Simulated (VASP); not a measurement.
# O (C2/m) in VASP: further runs

The runs below take O through single point, with PBE.

All numbers are computed with VASP 6.6.1; they aren't measurements. Logs are shortened: lines on timing, memory, paths and dates and some standing lists are left out, and cuts for length are marked.

**1. The cell of the first run**

It takes space group C2/m (No. 12, monoclinic). Conventional cell: a = 5.703 Å, b = 3.325 Å, c = 4.363 Å, α = 90.00°, β = 123.29°, γ = 90.00°. O (site symmetry m) has 1 O at 1.22 Å within 1.6 Å.

**2. Single point, PBE, collinear spin, ferromagnetic start**

Input file INCAR:

```
SYSTEM = O
  PREC = Accurate
  ENCUT = 520
  EDIFF = 1E-6
  ISMEAR = -1
  SIGMA = 0.05
  LREAL = .False.
  LASPH = .True.
  NELM = 150
  ALGO = Normal
  ISIF = 2
  LWAVE = .False.
  LCHARG = .False.
  ISPIN = 2
  MAGMOM = 1 1 1 1
  LORBIT = 11
  GGA = PE
  NBANDS = 24
```

Input file KPOINTS:

```
Automatic mesh
0
Gamma
  6 8 5
  0 0 0
```

Input file POSCAR:

```
O
1.0
   -2.3944914034      0.0000000000      3.6470501824
    0.0000000000     -3.3248318800      0.0000000000
    3.3083143032      0.0000000000      3.6470501824
O
4
Direct
    0.1301201900      0.0000000000      0.0254538300
    0.6301201900      0.5000000000      0.5254538300
    0.8698798100      0.0000000000      0.9745461700
    0.3698798100      0.5000000000      0.4745461700
```

Potentials or basis: VASP PAW PBE potentials, release 64 (O).

Launch:

```console
cat potpaw_PBE.64/O/POTCAR > POTCAR
mpirun -np 1 vasp_std > vasp.out
```

OUTCAR:

```text
SYSTEM = O
   PREC = Accurate
   ENCUT = 520
   EDIFF = 1E-6
   ISMEAR = -1
   LREAL = .False.
   LASPH = .True.
   NELM = 150
   ISIF = 2
   ISPIN = 2
   LORBIT = 11
   GGA = PE

 ion  position               nearest neighbor table
   1  0.130  0.000  0.025-   3 1.22
   2  0.630  0.500  0.525-   4 1.22
   3  0.870  0.000  0.975-   1 1.22
   4  0.370  0.500  0.475-   2 1.22

  LATTYP: Found a simple monoclinic cell.
 ALAT       =     4.3628619178
 B/A-ratio  =     0.7620758902
 C/A-ratio  =     1.1286202885
 COS(beta)  =    -0.2503978097

  Lattice vectors:

 A1 = (  -2.3944914034,   0.0000000000,   3.6470501824)
 A2 = (   0.0000000000,   3.3248318800,   0.0000000000)
 A3 = (  -3.3083143032,   0.0000000000,  -3.6470501824)

Analysis of symmetry for initial positions (statically):
=====================================================================
 Subroutine PRICEL returns following result:

  LATTYP: Found a base centered monoclinic cell.
 ALAT       =     5.7028057066
 B/A-ratio  =     0.5830168607
 C/A-ratio  =     0.7650377976
 COS(beta)  =    -0.5488350190

  Lattice vectors:
[... 7 lines left out ...]
 Routine SETGRP: Setting up the symmetry group for a
 simple monoclinic supercell.

 Subroutine GETGRP returns: Found  4 space group operations
 (whereof  4 operations were pure point group operations)
 out of a pool of  4 trial point group operations.

The static configuration has the point symmetry C_2h.

Analysis of symmetry for dynamics (positions and initial velocities):
=====================================================================
 Subroutine PRICEL returns following result:

  LATTYP: Found a base centered monoclinic cell.
 ALAT       =     5.7028057066
 B/A-ratio  =     0.5830168607
 C/A-ratio  =     0.7650377976
 COS(beta)  =    -0.5488350190

  Lattice vectors:
[... 7 lines left out ...]
 Routine SETGRP: Setting up the symmetry group for a
 simple monoclinic supercell.

 Subroutine GETGRP returns: Found  4 space group operations
 (whereof  4 operations were pure point group operations)
 out of a pool of  4 trial point group operations.

The dynamic configuration has the point symmetry C_2h.

Analysis of structural, dynamic, and magnetic symmetry:
=====================================================================
 Subroutine PRICEL returns following result:

  LATTYP: Found a base centered monoclinic cell.
 ALAT       =     5.7028057066
 B/A-ratio  =     0.5830168607
 C/A-ratio  =     0.7650377976
 COS(beta)  =    -0.5488350190

  Lattice vectors:
[... 7 lines left out ...]
 Routine SETGRP: Setting up the symmetry group for a
 simple monoclinic supercell.

 Subroutine GETGRP returns: Found  4 space group operations
 (whereof  4 operations were pure point group operations)
 out of a pool of  4 trial point group operations.

The overall configuration has the point symmetry C_2h.

 Subroutine INISYM returns: Found  4 space group operations
 (whereof  4 operations are pure point group operations),
 and found     2 'primitive' translations

----------------------------------------------------------------------------------------

                                     Primitive cell

  volume of cell :      34.5756

  direct lattice vectors                    reciprocal lattice vectors
     2.851402853 -1.662415940  0.000000000     0.175352283 -0.300767087  0.115128532
     2.851402853  1.662415940  0.000000000     0.175352283  0.300767087  0.115128532
    -2.394491403  0.000000000  3.647050182     0.000000000  0.000000000  0.274194198

  length of vectors
     3.300624939  3.300624939  4.362861918     0.366693118  0.366693118  0.274194198

  position of ions in fractional coordinates (direct lattice)
     0.025453830  0.025453830  0.155574020
     0.974546170  0.974546170  0.844425980

  ion indices of the primitive-cell ions
   primitive index   ion index
                 1           1
                 2           3

----------------------------------------------------------------------------------------

 KPOINTS: Automatic mesh

Automatic generation of k-mesh.
 Grid dimensions read from file:
 generate k-points for:    6    8    5

 Generating k-lattice:

  Cartesian coordinates                     Fractional coordinates (reciprocal lattice)
    -0.029225380  0.000000000  0.026510944     0.166666667  0.000000000  0.000000000
     0.000000000 -0.037595886  0.000000000     0.000000000  0.125000000  0.000000000
     0.035070457  0.000000000  0.023025706     0.000000000  0.000000000  0.200000000

  Length of vectors
     0.039458244  0.037595886  0.041953785

  Shift w.r.t. Gamma in fractional coordinates (k-lattice)
     0.000000000  0.000000000  0.000000000

 Subroutine IBZKPT returns following result:
 ===========================================

 Found     80 irreducible k-points:

 Following reciprocal coordinates:
            Coordinates               Weight
  0.000000  0.000000  0.000000      1.000000
  0.166667  0.000000  0.000000      2.000000
  0.333333  0.000000  0.000000      2.000000
  0.500000  0.000000  0.000000      1.000000
  0.000000  0.125000  0.000000      2.000000
  0.166667  0.125000  0.000000      4.000000
[... 16 lines left out ...]
  0.333333  0.000000  0.200000      2.000000
  0.500000  0.000000  0.200000      2.000000
 [... further k-points ...]
   k-points           NKPTS =     80   k-points in BZ     NKDIM =     80   number of bands    NBANDS=     24
   number of dos      NEDOS =    301   number of ions     NIONS =      4
   total plane-waves  NPLWV =  35840
   dimension x,y,z NGX =    32 NGY =   28 NGZ =   40
   dimension x,y,z NGXF=    64 NGYF=   56 NGZF=   80
   ions per type =               4
   NGX,Y,Z   is equivalent  to a cutoff of  12.19, 14.00, 13.50 a.u.
   NGXF,Y,Z  is equivalent  to a cutoff of  24.39, 28.00, 27.01 a.u.
 SYSTEM =  O
   PREC   = accura    normal or accurate (medium, high low for compatibility)
   ISTART =      0    job   : 0-new  1-cont  2-samecut
   ICHARG =      2    charge: 1-file 2-atom 10-const
   ISPIN  =      2    spin polarized calculation?
   LNONCOLLINEAR =      F non collinear calculations
   LSORBIT =      F    spin-orbit coupling
   LASPH  =      T    aspherical Exc in radial PAW
   ENCUT  =  520.0 eV  38.22 Ry    6.18 a.u.   8.11  6.18  9.16*2*pi/ulx,y,z
   NELM   =    150;   NELMIN=  2; NELMDL= -5     # of ELM steps
   EDIFF  = 0.1E-05   stopping-criterion for ELM
   LREAL  =      F    real-space projection
   EDIFFG = 0.1E-04   stopping-criterion for IOM
   NSW    =      0    number of steps for IOM
   IBRION =     -1    ionic relax: 0-MD 1-quasi-New 2-CG
   NFREE  =      0    steps in history (QN), initial steepest desc. (CG)
   ISIF   =      2    stress and relaxation
   ISYM   =      2    0-nonsym 1-usesym 2-fastsym
   POTIM  = 0.5000    time-step for ionic-motion
   TEBEG  =    0.0;   TEEND  =   0.0 temperature during run
   PSTRESS=    0.0 pullay stress
   NELECT =      24.0000    total number of electrons
   NUPDOWN=      -1.0000    fix difference up-down
   EMIN   =  10.00;   EMAX   =-10.00  energy-range for DOS
   EFERMI =   0.00;   METHOD = LEGACY
   ISMEAR =    -1;   SIGMA  =   0.05  broadening in eV -4-tet -1-fermi 0-gaus
   EFERMI_NEDOS =   21; number of points for ismear=-14 and -15
   IALGO  =     38    algorithm
   IMIX   =      4    mixing-type and parameters
     AMIX     =   0.40;   BMIX     =  1.00
     AMIX_MAG =   1.60;   BMIX_MAG =  1.00
  volume/ion in A,a.u.               =      17.29       116.66
  Fermi-wavevector in a.u.,A,eV,Ry     =   1.150479  2.174089 18.008688  1.323601
  Thomas-Fermi vector in A             =   2.287142
   LORBIT       =     11    0 simple, 1 ext, 2 COOP (PROOUT), +10 PAW based schemes
   GGA     = PE    functional components
   LHFCALC =     F    Hartree Fock is set to
   AEXX    =    0.0000 exact exchange contribution
   IVDW    =     0    specifies the selected vdW correction
   LEPSILON=     F    determine dielectric tensor
   LRPA    =     F    only Hartree local field effects (RPA)
 spin polarized calculation
  energy-cutoff  :      520.00
  volume of cell :       69.15
 maximum number of plane-waves:      1876
   NGX = 17   NGY = 13   NGZ = 19

 number of electron      24.0000016 magnetization       4.0000000

 Free energy of the ion-electron system (eV)
  ---------------------------------------------------
  ext. energy  EPLUGINS =         0.00000000
  ---------------------------------------------------
  free energy    TOTEN  =       -19.71819134 eV

  energy without entropy =      -19.71819114  energy(sigma->0) =      -19.71819124

 E-fermi :  -1.6932     XC(G=0):  -7.3773

 val. band max:       -2.3729361678   @ k =   0.0000   0.0000   0.0000
 cond. band min:      -1.0818247524   @ k =   0.5000   0.5000   0.0000
 fundamental gap:      1.2911114154
 Fermi energy:        -1.6932424418

 spin component 1

 k-point     1 :       0.0000    0.0000    0.0000
  band No.  band energies     occupation
      1     -28.6670      1.00000
      2     -28.5335      1.00000
      3     -16.4765      1.00000
      4     -16.2712      1.00000
      5      -9.8597      1.00000
      6      -9.7496      1.00000
[... 637 lines left out ...]
     23      16.4663      0.00000
     24      17.7016      0.00000

 [... further k-points ...]

 spin component 2

 k-point     1 :       0.0000    0.0000    0.0000
  band No.  band energies     occupation
      1     -27.4628      1.00000
      2     -27.3248      1.00000
      3     -14.6834      1.00000
      4     -14.4463      1.00000
      5      -9.0310      1.00000
      6      -8.2696      1.00000
[... 637 lines left out ...]
     23      16.9597      0.00000
     24      18.1905      0.00000

 [... further k-points ...]

------------------------ aborting loop because EDIFF is reached ----------------------------------------

  FORCE on cell =-STRESS in cart. coord.  units (eV):
  Direction    XX          YY          ZZ          XY          YZ          ZX
  --------------------------------------------------------------------------------------
  -------------------------------------------------------------------------------------
  Total        0.7528397      0.5135858      1.9235109      0.0000000      0.0000000     -0.6006345
  in kB       17.4426747     11.8993606     44.5661616      0.0000000      0.0000000    -13.9162066
  external PRESSURE =      24.6360656 kB  Pullay stress =       0.0000000 kB

 VOLUME and BASIS-vectors are now :
 -----------------------------------------------------------------------------
  energy-cutoff  :      520.00
  volume of cell :       69.15
      direct lattice vectors                 reciprocal lattice vectors
    -2.394491403  0.000000000  3.647050182    -0.175352283  0.000000000  0.159065666
     0.000000000 -3.324831880  0.000000000     0.000000000 -0.300767087  0.000000000
     3.308314303  0.000000000  3.647050182     0.175352283  0.000000000  0.115128532

 POSITION                                       TOTAL-FORCE (eV/Angst)
 -----------------------------------------------------------------------------------
     -0.22736      0.00000      0.56739        -0.279303     -0.000000      0.692861
      0.22955     -1.66242      4.21444        -0.279303      0.000000      0.692861
      1.14119      0.00000      6.72671         0.279303      0.000000     -0.692861
      0.68427     -1.66242      3.07966         0.279303     -0.000000     -0.692861
 -----------------------------------------------------------------------------------
    total drift:                                0.000000     -0.000000      0.000000

  FREE ENERGIE OF THE ION-ELECTRON SYSTEM (eV)
  ---------------------------------------------------
  free  energy   TOTEN  =       -19.7181913358 eV

  energy  without entropy=      -19.7181911446  energy(sigma->0) =      -19.71819124

 total charge

# of ion       s       p       d       tot
------------------------------------------
    1        1.612   3.294   0.000   4.906
    2        1.612   3.294   0.000   4.906
    3        1.612   3.294   0.000   4.906
    4        1.612   3.294   0.000   4.906
--------------------------------------------------
tot          6.449  13.176   0.000  19.626

 magnetization (x)

# of ion       s       p       d       tot
------------------------------------------
    1        0.011   0.800   0.000   0.810
    2        0.011   0.800   0.000   0.810
    3        0.011   0.800   0.000   0.810
    4        0.011   0.800   0.000   0.810
--------------------------------------------------
tot          0.042   3.199   0.000   3.242
```

It took 3.1 min on 1 thread of Intel Xeon Platinum 8488C (Sapphire Rapids), shared host; peak memory 0.31 GiB.

Results:

| Item | Value |
| --- | --- |
| Free energy | -19.7182 eV |
| Pressure | 2.5 GPa |
| Largest force | 0.747 eV/Å |
| Band gap on the k mesh | 1.29 eV |
| Net moment | 4.00 μB per cell |
| Site moments | O +0.81 μB |
| Valence electrons inside the program's atomic spheres | O 4.91 |

Forces on the atoms (eV/Å):
```
O   -0.279  0.000  0.693
O   -0.279  0.000  0.693
O    0.279  0.000 -0.693
O    0.279  0.000 -0.693
```

Levels at points of the mesh, in eV from the valence-band top:
Spin up:
```tsv
k point	band 10	band 11	band 12	band 13	band 14	band 15	band 16	band 17	band 18	band 19
(0.00, 0.00, 0.00)	-6.39	-0.43	-0.34	-0.17	0.00	7.11	9.98	10.71	11.10	11.99
(0.50, 0.00, 0.00)	-6.56	-0.43	-0.43	-0.16	-0.16	7.25	7.25	10.67	10.67	12.88
(0.00, 0.50, 0.00)	-6.77	-0.53	-0.53	-0.32	-0.32	9.79	9.79	10.45	10.45	13.34
(0.50, 0.50, 0.00)	-6.66	-0.85	-0.85	-0.21	-0.21	8.63	8.63	11.10	11.10	12.79
```
Spin down:
```tsv
k point	band 6	band 7	band 8	band 9	band 10	band 11	band 12	band 13	band 14	band 15
(0.00, 0.00, 0.00)	-5.90	-5.61	-4.84	-4.46	-4.43	1.88	1.94	2.21	2.42	7.57
(0.50, 0.00, 0.00)	-5.83	-5.04	-5.04	-4.63	-4.63	1.85	1.85	2.22	2.22	7.93
(0.00, 0.50, 0.00)	-6.26	-5.24	-5.24	-4.95	-4.95	1.75	1.75	2.01	2.01	10.36
(0.50, 0.50, 0.00)	-5.73	-5.47	-5.47	-4.76	-4.76	1.29	1.29	2.15	2.15	9.52
```

Caveat: the standard files for N, O and F lose accuracy on very short bonds; this functional lacks dispersion, which holds the molecules together, so the pressure and a relaxed volume are unreliable.

**3. Single point, PBE, collinear spin, ferromagnetic start**

Input file INCAR:

```
PREC     = Accurate       # precision mode
ENCUT    = 520            # plane-wave cutoff, eV
EDIFF    = 1E-6           # SCF threshold, eV
ISMEAR   = -1             # smearing method
SIGMA    = 0.05           # smearing width, eV
LREAL    = False          # projectors in reciprocal space
LASPH    = True           # aspherical terms in the spheres
NELM     = 150            # most SCF steps
ALGO     = Normal         # electronic algorithm
ISIF     = 2              # what is computed and relaxed
LWAVE    = False          # write WAVECAR
LCHARG   = False          # write CHGCAR
ISPIN    = 2              # spin polarisation
MAGMOM   = 0.6 0.6 0.6 0.6 # initial moments
LORBIT   = 11             # projections on sites
GGA      = PE             # functional
NBANDS   = 24             # bands
```

Input file KPOINTS:

```
Automatic mesh
0
Gamma
  6 8 5
```

POSCAR is that of step 2.

Potentials or basis: VASP PAW PBE potentials, release 64 (O).

Launch:

```console
cat potpaw_PBE.64/O/POTCAR > POTCAR
mpirun -np 1 vasp_std > vasp.out
```

Run time: 3 min. Hardware: 1 thread of Intel Xeon Platinum 8488C (Sapphire Rapids), shared host; peak memory 0.31 GiB.

Results (log left out):

| Item | Value |
| --- | --- |
| Free energy | -19.7182 eV |
| Pressure | 2.5 GPa |
| Largest force | 0.747 eV/Å |
| Band gap on the k mesh | 1.29 eV |
| Net moment | 4.00 μB per cell |
| Site moments | O +0.81 μB |
| Valence electrons inside the program's atomic spheres | O 4.91 |

Forces in eV/Å, atoms in the order of the input:
```
O   -0.279  0.000  0.693
O   -0.279  0.000  0.693
O    0.279  0.000 -0.693
O    0.279  0.000 -0.693
```

Stress tensor (GPa, compression positive):
```
 1.74  0.00 -1.39
 0.00  1.19  0.00
-1.39  0.00  4.45
```

Levels at points of the mesh, in eV from the valence-band top:
Spin up:
| k point | band 11 | band 12 | band 13 | band 14 | band 15 | band 16 | band 17 | band 18 |
| --- | --- | --- | --- | --- | --- | --- | --- | --- |
| (0.00, 0.00, 0.00) | -0.43 | -0.34 | -0.17 | 0.00 | 7.11 | 9.98 | 10.71 | 11.10 |
| (0.50, 0.00, 0.00) | -0.43 | -0.43 | -0.16 | -0.16 | 7.25 | 7.25 | 10.67 | 10.67 |
| (0.00, 0.50, 0.00) | -0.53 | -0.53 | -0.32 | -0.32 | 9.79 | 9.79 | 10.45 | 10.45 |
| (0.50, 0.50, 0.00) | -0.85 | -0.85 | -0.21 | -0.21 | 8.63 | 8.63 | 11.10 | 11.10 |
Spin down:
```
           k point  band 7  band 8  band 9  band 10  band 11  band 12  band 13  band 14
(0.00, 0.00, 0.00)   -5.61   -4.84   -4.46    -4.43     1.88     1.94     2.21     2.42
(0.50, 0.00, 0.00)   -5.04   -5.04   -4.63    -4.63     1.85     1.85     2.22     2.22
(0.00, 0.50, 0.00)   -5.24   -5.24   -4.95    -4.95     1.75     1.75     2.01     2.01
(0.50, 0.50, 0.00)   -5.47   -5.47   -4.76    -4.76     1.29     1.29     2.15     2.15
```

Caveat: the standard files for N, O and F lose accuracy on very short bonds; this functional lacks dispersion, which holds the molecules together, so the pressure and a relaxed volume are unreliable. A k mesh can miss the band edges.
